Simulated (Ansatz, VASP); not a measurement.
**One calculation of C, two programs**

```xyz
2
Lattice="0.0000 2.1270 3.3480 1.2280 0.0000 3.3480 1.2280 2.1270 0.0000" Properties=species:S:1:pos:R:3 pbc="T T T"
C     1.2280    0.7090    3.3480
C     1.2280    3.5450    3.3480
```

Alike in both runs: task electric field gradients; functional LDA; k mesh 18 × 18 × 18; occupations fermi-dirac, width 0.05 eV; no spin polarisation.

|  | VASP | Ansatz |
| --- | --- | --- |
| version | VASP 6.6.1 | Ansatz 0.2.0 |
| potentials or method | VASP PAW LDA potentials, release 64 (C) | PAW with Ansatz's default frozen-core files, scalar-relativistic |
| plane-wave cutoff (eV) | 520 | 420 |
| valence electrons in the cell | 8 | 8 |

Ansatz gave:

```
pressure (GPa)                                                : -3.8
traceless stress, the component that is largest in VASP (GPa) : 3.99
rms of the force components (eV/Å)                            : 0.003
size of Vzz on the site where it differs most (V/Å²)          : 25.4
```

**Question.** Estimate VASP's values.

**Answer.** Pressure (GPa): -3.0; traceless stress, the component that is largest in VASP (GPa): 3.07; rms of the force components (eV/Å): 0.003; size of Vzz on the site where it differs most (V/Å²): 33.1.

LDA's correlation is that of Perdew and Zunger in VASP and of Perdew and Wang (1992) in Ansatz. Atom by atom the forces differ by 0.000 eV/Å (rms over components).
